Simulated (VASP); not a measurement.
**V2Br: relaxation of cell and atoms with PBE**

Crystal: V2Br.

```xyz
3
Lattice="3.8168 0.0000 0.0000 -1.9084 3.3055 0.0000 0.0000 0.0000 4.1212" Properties=species:S:1:pos:R:3 pbc="T T T"
V     0.0000    2.2037    2.0606
V     1.9084    1.1018    2.0606
Br    0.0000    0.0000    0.0000
```

```
Program                : VASP 6.6.1
Task                   : relaxation of cell and atoms
Functional             : PBE
Potentials or basis    : VASP PAW PBE potentials, release 64 (V_sv, Br)
Cutoff                 : 600 eV
k mesh                 : 6 × 6 × 4
Occupations            : gaussian, width 0.1 eV
Spin                   : no spin polarisation
Dipole correction      : no
Further INCAR settings : ALGO = Normal; EDIFF = 1e-06; IBRION = 2; EDIFFG = -0.04; NSW = 90; ISIF = 3
```

| Property | Result |
| --- | --- |
| Relaxed volume | 16.23 Å³/atom |
| Relaxed cell | a = 4.378 Å, b = 4.378 Å, c = 2.933 Å, α = 90.00°, β = 90.00°, γ = 120.00° |
| Space group after relaxing (to 0.1 Å) | P6/mmm (No. 191) |
| Pressure after relaxing | -0.2 GPa |
| Band gap on the k mesh | zero (an odd number of electrons rules out a gap without spin polarisation) |

Stress tensor (GPa, compression positive):
```
-0.35  0.00  0.00
 0.00 -0.35  0.00
 0.00  0.00  0.25
```

Final structure:
```cif
data_structure
_symmetry_space_group_name_H-M 'P 1'
_symmetry_Int_Tables_number 1
_cell_length_a 4.3782
_cell_length_b 4.3782
_cell_length_c 2.9327
_cell_angle_alpha 90.000
_cell_angle_beta 90.000
_cell_angle_gamma 120.000
_cell_volume 48.68
loop_
_atom_site_label
_atom_site_type_symbol
_atom_site_fract_x
_atom_site_fract_y
_atom_site_fract_z
_atom_site_occupancy
V1 V 0.33333 0.66667 0.50000 1
V2 V 0.66667 0.33333 0.50000 1
Br1 Br 0.00000 0.00000 0.00000 1
```

Levels at points of the mesh, in eV from the Fermi level:
```tsv
k point	band 13	band 14	band 15	band 16	band 17	band 18	band 19	band 20
(0.00, 0.00, 0.00)	-2.09	-1.53	-0.62	-0.61	-0.61	0.44	0.44	1.90
(0.50, 0.00, 0.00)	-2.48	-1.29	-1.09	-1.03	0.14	1.12	1.41	1.44
(0.00, 0.00, 0.50)	-2.04	-2.04	-0.82	-0.82	0.15	0.15	0.26	0.69
(0.50, 0.00, 0.50)	-1.80	-1.25	-1.07	-0.96	0.47	0.95	0.97	1.90
```

Wall time 7.6 min on 1 thread of Intel Xeon 8259CL (shared host), peak memory 0.2 GiB.

Caveat: the k points lie up to 0.54 Å⁻¹ apart in the final cell, too coarse for converged energies and pressures of a metal; a cell axis changed by over 15 % at a fixed basis, so the end point is rough; the run has no spin polarisation, though such a crystal can be magnetic.
